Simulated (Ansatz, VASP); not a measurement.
## Se in VASP and in Ansatz

```xyz
3
Lattice="4.3552 0.0000 0.0000 -2.1776 3.7717 0.0000 0.0000 0.0000 4.9494" Properties=species:S:1:pos:R:3 pbc="T T T"
Se    1.7050    2.9532    2.4747
Se   -0.4725    0.8185    4.1245
Se    0.9451    0.0000    0.8249
```

Alike in both runs: task single point; functional PBE-based screened hybrid; k mesh 4 × 4 × 3; occupations fermi-dirac, width 0.05 eV; no spin polarisation.

|  | VASP | Ansatz |
| --- | --- | --- |
| version | VASP 6.6.1 | Ansatz 0.2.0 |
| potentials or method | VASP PAW PBE potentials, release 64 (Se) | Ansatz PAW |
| plane-wave cutoff (eV) | 520 | 420 |
| valence electrons in the cell | 18 | 48 |

|  | VASP | Ansatz | Ansatz less VASP |
| --- | --- | --- | --- |
| gap on the k mesh at the Fermi level (eV) | 2.75 | 2.75 | 0.000 |
| least direct gap on the mesh (eV) | 3.00 | 3.01 | +0.005 |
| pressure (GPa) | 3.2 | 3.4 | +0.20 |
| traceless stress, the component that is largest in VASP (GPa) | -0.12 | 0.01 | +0.131 |
| rms of the force components (eV/Å) | 0.315 | 0.335 | +0.0205 |

VASP's potentials were made for PBE, not for PBE-based screened hybrid. Atom by atom the forces differ by 0.020 eV/Å (rms over components). VASP's potentials hold 18 valence electrons a cell and Ansatz's 48, so a difference there can come from the potentials and not from the codes.

The k mesh is coarse, so the values compare programs but aren't converged. Noted on Ansatz's run: odd divisions of the mesh miss points on the zone boundary, where band edges often lie, so the gap on the mesh can be too wide.
